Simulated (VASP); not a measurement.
# V (Im-3m) in VASP: further runs

V is run at these levels: RPBE+D3(BJ), RPBE; tasks: single point, relaxation of cell and atoms.

Program: VASP 6.6.1. These are calculated values, not measurements. Logs are shortened: lines on timing, memory, paths and dates and some standing lists are left out, and cuts for length are marked.

### 1 The cell of the first run

Symmetry: Im-3m, No. 229, cubic system. The conventional cell has a = 2.775 Å, b = 2.775 Å, c = 2.775 Å, α = 90.00°, β = 90.00°, γ = 90.00°. V (site symmetry m-3m) has 14 V at 2.40 to 2.77 Å within 3.2 Å.

### 2 Single point, RPBE+D3(BJ), collinear spin, ferromagnetic start

File INCAR:

```
PREC = Accurate ; ENCUT = 520
EDIFF = 1E-6 ; ISMEAR = -1
SIGMA = 0.05 ; LREAL = False
LASPH = True ; NELM = 150
ALGO = Normal ; ISIF = 2
LWAVE = False ; LCHARG = False
ISPIN = 2 ; MAGMOM = 2
LORBIT = 11 ; LMAXMIX = 4
GGA = RP ; IVDW = 12
NBANDS = 16
```

File KPOINTS:

```
regular mesh
0
Gamma
  12 12 12
```

File POSCAR:

```
V
1.0
   -1.3874716606      1.3874716606      1.3874716606
    1.3874716606     -1.3874716606      1.3874716606
    1.3874716606      1.3874716606     -1.3874716606
V
1
Direct
    0.0000000000      0.0000000000      0.0000000000
```

Potentials or basis: VASP PAW PBE potentials, release 64 (V_sv).

Command:

```console
> cat potpaw_PBE.64/V_sv/POTCAR > POTCAR
> mpirun -np 1 vasp_std > vasp.out
```

OUTCAR:

```text
PREC = Accurate
   ENCUT = 520
   EDIFF = 1E-6
   ISMEAR = -1
   LREAL = False
   LASPH = True
   NELM = 150
   ISIF = 2
   ISPIN = 2
   LORBIT = 11
   GGA = RP
   IVDW = 12
 IVDW          = 12

 ion  position               nearest neighbor table
   1  0.000  0.000  0.000-

  LATTYP: Found a body centered cubic cell.
 ALAT       =     2.7749433212

  Lattice vectors:

 A1 = (  -1.3874716606,   1.3874716606,   1.3874716606)
 A2 = (   1.3874716606,  -1.3874716606,   1.3874716606)
 A3 = (   1.3874716606,   1.3874716606,  -1.3874716606)

Analysis of symmetry for initial positions (statically):
=====================================================================
 Subroutine PRICEL returns:
 Original cell was already a primitive cell.

 Routine SETGRP: Setting up the symmetry group for a
 body centered cubic supercell.

 Subroutine GETGRP returns: Found 48 space group operations
 (whereof 48 operations were pure point group operations)
 out of a pool of 48 trial point group operations.

The static configuration has the point symmetry O_h .

Analysis of symmetry for dynamics (positions and initial velocities):
=====================================================================
 Subroutine PRICEL returns:
 Original cell was already a primitive cell.

 Routine SETGRP: Setting up the symmetry group for a
 body centered cubic supercell.

 Subroutine GETGRP returns: Found 48 space group operations
 (whereof 48 operations were pure point group operations)
 out of a pool of 48 trial point group operations.

The dynamic configuration has the point symmetry O_h .

Analysis of structural, dynamic, and magnetic symmetry:
=====================================================================
 Subroutine PRICEL returns:
 Original cell was already a primitive cell.

 Routine SETGRP: Setting up the symmetry group for a
 body centered cubic supercell.

 Subroutine GETGRP returns: Found 48 space group operations
 (whereof 48 operations were pure point group operations)
 out of a pool of 48 trial point group operations.

The overall configuration has the point symmetry O_h .

 Subroutine INISYM returns: Found 48 space group operations
 (whereof 48 operations are pure point group operations),
 and found     1 'primitive' translations

----------------------------------------------------------------------------------------

                                     Primitive cell

  volume of cell :      10.6840

  direct lattice vectors                    reciprocal lattice vectors
    -1.387471661  1.387471661  1.387471661     0.000000000  0.360367721  0.360367721
     1.387471661 -1.387471661  1.387471661     0.360367721  0.000000000  0.360367721
     1.387471661  1.387471661 -1.387471661     0.360367721  0.360367721  0.000000000

  length of vectors
     2.403171410  2.403171410  2.403171410     0.509636918  0.509636918  0.509636918

  position of ions in fractional coordinates (direct lattice)
     0.000000000  0.000000000  0.000000000

  ion indices of the primitive-cell ions
   primitive index   ion index
                 1           1

----------------------------------------------------------------------------------------

 KPOINTS: regular mesh

Automatic generation of k-mesh.
 Grid dimensions read from file:
 generate k-points for:   12   12   12

 Generating k-lattice:

  Cartesian coordinates                     Fractional coordinates (reciprocal lattice)
     0.000000000  0.030030643  0.030030643     0.083333333  0.000000000  0.000000000
     0.030030643  0.000000000  0.030030643     0.000000000  0.083333333  0.000000000
     0.030030643  0.030030643  0.000000000     0.000000000  0.000000000  0.083333333

  Length of vectors
     0.042469743  0.042469743  0.042469743

  Shift w.r.t. Gamma in fractional coordinates (k-lattice)
     0.000000000  0.000000000  0.000000000

 Subroutine IBZKPT returns following result:
 ===========================================

 Found     72 irreducible k-points:

 Following reciprocal coordinates:
            Coordinates               Weight
  0.000000  0.000000  0.000000      1.000000
  0.083333  0.000000  0.000000     12.000000
  0.166667  0.000000  0.000000     12.000000
  0.250000  0.000000  0.000000     12.000000
  0.333333  0.000000  0.000000     12.000000
  0.416667  0.000000  0.000000     12.000000
[... 16 lines left out ...]
  0.333333  0.083333  0.083333     24.000000
  0.416667  0.083333  0.083333     12.000000
 [... further k-points ...]
   k-points           NKPTS =     72   k-points in BZ     NKDIM =     72   number of bands    NBANDS=     16
   number of dos      NEDOS =    301   number of ions     NIONS =      1
   total plane-waves  NPLWV =   5832
   dimension x,y,z NGX =    18 NGY =   18 NGZ =   18
   dimension x,y,z NGXF=    36 NGYF=   36 NGZF=   36
   ions per type =               1
   NGX,Y,Z   is equivalent  to a cutoff of  12.45, 12.45, 12.45 a.u.
   NGXF,Y,Z  is equivalent  to a cutoff of  24.90, 24.90, 24.90 a.u.
 SYSTEM =  unknown system
   PREC   = accura    normal or accurate (medium, high low for compatibility)
   ISTART =      0    job   : 0-new  1-cont  2-samecut
   ICHARG =      2    charge: 1-file 2-atom 10-const
   ISPIN  =      2    spin polarized calculation?
   LNONCOLLINEAR =      F non collinear calculations
   LSORBIT =      F    spin-orbit coupling
   LASPH  =      T    aspherical Exc in radial PAW
   ENCUT  =  520.0 eV  38.22 Ry    6.18 a.u.   4.47  4.47  4.47*2*pi/ulx,y,z
   NELM   =    150;   NELMIN=  2; NELMDL= -5     # of ELM steps
   EDIFF  = 0.1E-05   stopping-criterion for ELM
   LREAL  =      F    real-space projection
   EDIFFG = 0.1E-04   stopping-criterion for IOM
   NSW    =      0    number of steps for IOM
   IBRION =     -1    ionic relax: 0-MD 1-quasi-New 2-CG
   NFREE  =      0    steps in history (QN), initial steepest desc. (CG)
   ISIF   =      2    stress and relaxation
   ISYM   =      2    0-nonsym 1-usesym 2-fastsym
   POTIM  = 0.5000    time-step for ionic-motion
   TEBEG  =    0.0;   TEEND  =   0.0 temperature during run
   PSTRESS=    0.0 pullay stress
   NELECT =      13.0000    total number of electrons
   NUPDOWN=      -1.0000    fix difference up-down
   EMIN   =  10.00;   EMAX   =-10.00  energy-range for DOS
   EFERMI =   0.00;   METHOD = LEGACY
   ISMEAR =    -1;   SIGMA  =   0.05  broadening in eV -4-tet -1-fermi 0-gaus
   EFERMI_NEDOS =   21; number of points for ismear=-14 and -15
   IALGO  =     38    algorithm
   IMIX   =      4    mixing-type and parameters
     AMIX     =   0.40;   BMIX     =  1.00
     AMIX_MAG =   1.60;   BMIX_MAG =  1.00
  volume/ion in A,a.u.               =      10.68        72.10
  Fermi-wavevector in a.u.,A,eV,Ry     =   1.747747  3.302762 41.560609  3.054619
  Thomas-Fermi vector in A             =   2.818987
   LORBIT       =     11    0 simple, 1 ext, 2 COOP (PROOUT), +10 PAW based schemes
   GGA     = RP    functional components
   LHFCALC =     F    Hartree Fock is set to
   AEXX    =    0.0000 exact exchange contribution
   IVDW    =    12    specifies the selected vdW correction
   LEPSILON=     F    determine dielectric tensor
   LRPA    =     F    only Hartree local field effects (RPA)
 spin polarized calculation
  energy-cutoff  :      520.00
  volume of cell :       10.68
 maximum number of plane-waves:       321
 NGX is ok and might be reduce to    18
   NGX =  9   NGY =  9   NGZ =  9

 number of electron      13.0000009 magnetization      -0.0007934

 number of electron      13.0000009 magnetization       0.0008044

 Free energy of the ion-electron system (eV)
  ---------------------------------------------------
  ext. energy  EPLUGINS =         0.00000000
  ---------------------------------------------------
  free energy    TOTEN  =        -7.95284016 eV

  energy without entropy =       -7.94390643  energy(sigma->0) =       -7.94837330

 E-fermi :  13.0254     XC(G=0): -14.0978

 val. band max:       13.0015775499   @ k =  -0.1667   0.2500   0.0833
 cond. band min:      13.0420266037   @ k =  -0.3333   0.3333   0.0833
 fundamental gap:      0.0404490538
 Fermi energy:        13.0254276864

 spin component 1

 k-point     1 :       0.0000    0.0000    0.0000
  band No.  band energies     occupation
      1     -50.6543      1.00000
      2     -23.3373      1.00000
      3     -23.3373      1.00000
      4     -23.3373      1.00000
      5       6.0784      1.00000
      6      13.4408      0.00025
[... 8 lines left out ...]
     15      44.6806      0.00000
     16      51.3005      0.00000
[... 419 lines left out ...]
 k-point    24 :       0.4167    0.0833    0.0833
  band No.  band energies     occupation
      1     -50.1670      1.00000
      2     -25.0286      1.00000
      3     -23.9718      1.00000
      4     -23.4805      1.00000
      5       9.5538      1.00000
      6      11.2522      1.00000
[... 8 lines left out ...]
     15      46.3360      0.00000
     16      47.8932      0.00000

 [... further k-points ...]

 spin component 2

 k-point     1 :       0.0000    0.0000    0.0000
  band No.  band energies     occupation
      1     -50.6533      1.00000
      2     -23.3364      1.00000
      3     -23.3364      1.00000
      4     -23.3364      1.00000
      5       6.0787      1.00000
      6      13.4417      0.00024
[... 8 lines left out ...]
     15      44.6806      0.00000
     16      51.3014      0.00000
[... 419 lines left out ...]
 k-point    24 :       0.4167    0.0833    0.0833
  band No.  band energies     occupation
      1     -50.1660      1.00000
      2     -25.0277      1.00000
      3     -23.9709      1.00000
      4     -23.4795      1.00000
      5       9.5543      1.00000
      6      11.2529      1.00000
[... 8 lines left out ...]
     15      46.3364      0.00000
     16      47.8937      0.00000

 [... further k-points ...]

------------------------ aborting loop because EDIFF is reached ----------------------------------------

 Edisp (eV)   -4.88150

 E8    (eV) :    -3.3348

  FORCE on cell =-STRESS in cart. coord.  units (eV):
  Direction    XX          YY          ZZ          XY          YZ          ZX
  --------------------------------------------------------------------------------------
  -------------------------------------------------------------------------------------
  Total       0.07558     0.07558     0.07558     0.00000     0.00000    -0.00000
  in kB      11.33423    11.33423    11.33423     0.00000     0.00000    -0.00000
  external pressure =       11.33 kB  Pullay stress =        0.00 kB

 VOLUME and BASIS-vectors are now :
 -----------------------------------------------------------------------------
  energy-cutoff  :      520.00
  volume of cell :       10.68
      direct lattice vectors                 reciprocal lattice vectors
    -1.387471661  1.387471661  1.387471661     0.000000000  0.360367721  0.360367721
     1.387471661 -1.387471661  1.387471661     0.360367721  0.000000000  0.360367721
     1.387471661  1.387471661 -1.387471661     0.360367721  0.360367721  0.000000000

 POSITION                                       TOTAL-FORCE (eV/Angst)
 -----------------------------------------------------------------------------------
      0.00000      0.00000      0.00000         0.000000      0.000000     -0.000000
 -----------------------------------------------------------------------------------
    total drift:                                0.000000     -0.000000      0.000000

  FREE ENERGIE OF THE ION-ELECTRON SYSTEM (eV)
  ---------------------------------------------------
  free  energy   TOTEN  =       -12.8343375463 eV

  energy  without entropy=      -12.8254038117  energy(sigma->0) =      -12.82987068

 total charge

# of ion       s       p       d       tot
------------------------------------------
    1        2.419   6.296   3.430  12.145

 magnetization (x)

# of ion       s       p       d       tot
------------------------------------------
    1        0.000   0.000   0.000   0.000
```

Run time: 40 s. Hardware: 1 thread of AMD EPYC 7R13, shared host; peak memory 0.12 GiB.

Results:

- Free energy: -12.8343 eV
- Pressure: 1.1 GPa
- Net moment: 0.00 μB per cell
- Valence electrons inside the program's atomic spheres: V 12.14
- Dispersion energy per atom: -4.881 eV

Caveat: the PAW data sets were made with another functional, which shifts forces and pressure a little.

(Continued in part 2 of 3.)
